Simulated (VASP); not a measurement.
Ir:

```
Ir
1.0
     0.00000    1.92696    1.92696
     1.92696    0.00000    1.92696
     1.92696    1.92696    0.00000
Ir
1
Direct
  0.00000 0.00000 0.00000
```

```yaml
Program: VASP 6.6.1
Task: relaxation of cell and atoms
Functional: PBE
Potentials_or_basis: VASP PAW PBE potentials, release 64 (Ir)
Cutoff: 600 eV
k_mesh: 8 × 8 × 8
Occupations: gaussian, width 0.1 eV
Spin: no spin polarisation
```

At the start: pressure 6.7 GPa; volume 14.31 Å³/atom.

Q: How do energy, volume and symmetry change on relaxing?

A: Over 3 steps the energy falls by 5.4 meV/atom and the volume is 14.58 Å³/atom (+1.9 %); space group Fm-3m (No. 225, to 0.05 Å).

Step by step:
```tsv
step	energy change (eV)	largest force (eV/Å)	pressure (GPa)	volume (Å³)
1	0.0000	0.0000	6.70	14.31
2	0.0604	0.0000	-19.48	15.59
3	-0.0054	0.0000	-0.17	14.58
```

Final structure:
```xyz
1
Lattice="0.0000 1.9392 1.9392 1.9392 0.0000 1.9392 1.9392 1.9392 0.0000" Properties=species:S:1:pos:R:3 pbc="T T T"
Ir    0.0000    0.0000    0.0000
```
